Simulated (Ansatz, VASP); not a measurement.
# Hf2Si in VASP and in Ansatz

```xyz
6
Lattice="-3.2553 3.2553 2.5716 3.2553 -3.2553 2.5716 3.2553 3.2553 -2.5716" Properties=species:S:1:pos:R:3 pbc="T T T"
Hf    1.0205    2.2348    2.5716
Hf    2.2348   -1.0205    2.5716
Hf    2.2348    1.0205    0.0000
Hf    1.0205    4.2759    0.0000
Si    0.0000    0.0000    3.8574
Si    0.0000    0.0000    1.2858
```

Alike in both runs: functional PBEsol; k mesh 10 × 10 × 10; occupations gaussian, width 0.1 eV; no spin polarisation.

Ansatz relaxed the structure, and its values are those at the end. VASP's run is a single point on that final structure, the one shown.

|  | VASP | Ansatz |
| --- | --- | --- |
| version | VASP 6.6.1 | Ansatz 0.2.0 |
| potentials or method | VASP PAW PBE potentials, release 64 (Hf_pv, Si), cutoff 520 eV | scalar-relativistic, plane waves, PAW |
| valence electrons in the cell | 48 | 112 |

VASP gave:

| Item | Value |
| --- | --- |
| gap on the k mesh at the Fermi level (eV) | none |
| pressure (GPa) | -0.2 |
| rms of the force components (eV/Å) | 0.005 |

Question: Estimate Ansatz's values.

Answer: gap on the k mesh at the Fermi level (eV): none; pressure (GPa): 0.0; rms of the force components (eV/Å): 0.000.

VASP's potentials were made for PBE, not for PBEsol. A gap of «none» marks a metal or a gap that the smearing closes. With one functional, cell and mesh, what is left measures potentials, basis and numerics. VASP's potentials hold 48 valence electrons a cell and Ansatz's 112, so a difference there can come from the potentials and not from the codes.

Spin-orbit coupling is off throughout.
